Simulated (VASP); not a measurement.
The system is Pd.

```
Pd
1.0
     2.78367    0.00000    0.00000
    -1.39183    2.41072    0.00000
     0.00000    0.00000    4.62889
Pd
2
Direct
  0.33333 0.66667 0.25000
  0.66667 0.33333 0.75000
```

| Quantity | Value |
| --- | --- |
| Program | VASP 6.6.1 |
| Task | relaxation of cell and atoms |
| Functional | RPBE |
| Potentials or basis | VASP PAW PBE potentials, release 64 (Pd) |
| Cutoff | 600 eV |
| k mesh | 11 × 11 × 6 |
| Occupations | fermi-dirac, width 0.05 eV |
| Spin | no spin polarisation |

At the start: pressure 2.8 GPa; volume 15.53 Å³/atom.

**Question.** How do energy, volume and symmetry change on relaxing?

**Answer.** Over 3 steps the energy falls by 2.5 meV/atom and the volume is 15.82 Å³/atom (+1.9 %); space group P6_3/mmc (No. 194, to 0.05 Å).

The path:
```
step  energy change (eV)  largest force (eV/Å)  pressure (GPa)  volume (Å³)
   1              0.0000                0.0000            2.83        31.06
   2              0.0011                0.0000           -2.86        32.31
   3             -0.0050                0.0000            0.01        31.65
```

Final structure:
```
CELL_PARAMETERS angstrom
2.80072 0.00000 0.00000
-1.40036 2.42549 0.00000
0.00000 0.00000 4.65845
ATOMIC_POSITIONS crystal
Pd 0.33333 0.66667 0.25000
Pd 0.66667 0.33333 0.75000
```

Caveat: the PAW data sets were made with another functional, which shifts forces and pressure a little.
